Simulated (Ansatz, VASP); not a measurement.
# Co2Ru in VASP and in Ansatz

```xyz
6
Lattice="2.6122 0.0000 0.0000 -1.3061 2.2622 0.0000 0.0000 0.0000 12.1626" Properties=species:S:1:pos:R:3 pbc="T T T"
Co    0.0000    1.5082    0.0000
Co    0.0000    1.5082    4.1226
Co    0.0000    1.5082    8.0400
Co    1.3061    0.7541    6.0813
Ru    1.3061    0.7541    2.0517
Ru    1.3061    0.7541   10.1110
```

Alike in both runs: task single point; functional PBE; k mesh 18 × 18 × 4; occupations gaussian, width 0.1 eV; collinear spin.

|  | VASP | Ansatz |
| --- | --- | --- |
| version | VASP 6.6.1 | Ansatz 0.2.0 |
| potentials or method | VASP PAW PBE potentials, release 64 (Co, Ru_pv), cutoff 520 eV | scalar-relativistic, plane waves, PAW |
| valence electrons in the cell | 64 | 100 |

|  | VASP | Ansatz | Ansatz less VASP |
| --- | --- | --- | --- |
| gap on the k mesh at the Fermi level (eV) | none | none | - |
| pressure (GPa) | -0.4 | 0.0 | +0.45 |
| traceless stress, the component that is largest in VASP (GPa) | -0.22 | 0.00 | +0.219 |
| rms of the force components (eV/Å) | 0.003 | 0.003 | +0.0004 |
| net moment per atom (μB) | 0.57 | 0.58 | +0.003 |
| size of the moment on the site where the two differ most (μB) | 1.68 | 1.74 | +0.058 |

Site moments also hang on the region over which each program counts them. Atom by atom the forces differ by 0.004 eV/Å (rms over components). A gap of «none» marks a metal or a gap that the smearing closes. With one functional, cell and mesh, what is left measures potentials, basis and numerics. VASP's potentials hold 64 valence electrons a cell and Ansatz's 100, so a difference there can come from the potentials and not from the codes. Ansatz's warnings: stability check not made.
